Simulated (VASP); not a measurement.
Set up this calculation in VASP 6.6.1, as the native input.

| Quantity | Value |
| --- | --- |
| Task | single point |
| Functional | LDA |
| Potentials or basis | VASP PAW LDA potentials, release 64 (P) |
| Cutoff | 520 eV |
| k mesh | 12 × 12 × 12 |
| Occupations | fermi-dirac, width 0.1 eV |
| Spin | no spin polarisation |
| Dipole correction | no |
| Further INCAR settings | ALGO = Normal; EDIFF = 1e-07; NBANDS = 12 |

The structure of P lies in POSCAR:

```
P
1.0
    0.0000000000      2.3528393947      2.3528393947
    2.3528393947      0.0000000000      2.3528393947
    2.3528393947      2.3528393947      0.0000000000
P
2
Direct
   -0.1250000000     -0.1250000000     -0.1250000000
    0.1250000000      0.1250000000      0.1250000000
```

This cell differs from its parent crystal: volume scaled by 0.68.

One way to write it, as run:

INCAR

```
SYSTEM = P
ALGO = Normal
EDIFF = 1E-7
ENCUT = 520
ISIF = 2
ISMEAR = -1
LASPH = .True.
LCHARG = .True.
LELF = .True.
LREAL = .False.
LVHAR = .True.
LWAVE = .False.
NBANDS = 12
NELM = 80
PREC = Accurate
SIGMA = 0.1
```

KPOINTS

```
k-points
0
Gamma
  12 12 12
  0 0 0
```

Potentials or basis: VASP PAW LDA potentials, release 64 (P).

Launch:

```sh
$ cat potpaw_LDA.64/P/POTCAR > POTCAR
$ mpirun -np 1 vasp_std > vasp.out
```

Results of the run:

```json
{
  "Pressure": "46.8 GPa",
  "Band gap on the k mesh": "zero (band 5 reaches 13.48 eV, above the bottom of band 6 at 9.10 eV)"
}
```

Run time: 15 s on 1 thread of Intel(R) Xeon(R) Platinum 8488C (Sapphire Rapids), with other jobs on the host, peak memory 0.14 GiB.
